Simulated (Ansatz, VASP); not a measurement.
PtS2 in VASP and in Ansatz

```
Pt S
1.0
     3.75800    0.00000    0.00000
    -1.87900    3.25452    0.00000
     0.00000    0.00000    6.82615
Pt S
1 2
Direct
  0.00000 0.00000 0.00000
  0.33333 0.66667 0.16555
  0.66667 0.33333 0.83445
```

Alike in both runs: functional PBE; k mesh 12 × 12 × 6; occupations gaussian, width 0.05 eV; no spin polarisation.

Ansatz relaxed the structure, and its values are those at the end. VASP's run is a single point on that final structure, the one shown.

|  | VASP | Ansatz |
| --- | --- | --- |
| version | VASP 6.6.1 | Ansatz 0.2.0 |
| potentials or method | VASP PAW PBE potentials, release 64 (Pt, S), cutoff 520 eV | scalar-relativistic, plane waves, PAW |
| valence electrons in the cell | 22 | 30 |

Ansatz gave:

```
gap on the k mesh at the Fermi level (eV) : 1.23
least direct gap on the mesh (eV)         : 1.28
pressure (GPa)                            : -4.7
rms of the force components (eV/Å)        : 0.000
```

**Question.** Estimate VASP's values.

**Answer.** gap on the k mesh at the Fermi level (eV): 1.23; least direct gap on the mesh (eV): 1.28; pressure (GPa): -5.0; rms of the force components (eV/Å): 0.013.

VASP's potentials hold 22 valence electrons a cell and Ansatz's 30, so a difference there can come from the potentials and not from the codes. Ansatz's warnings: stress scf threshold loose.

Neither program's run includes spin-orbit coupling.
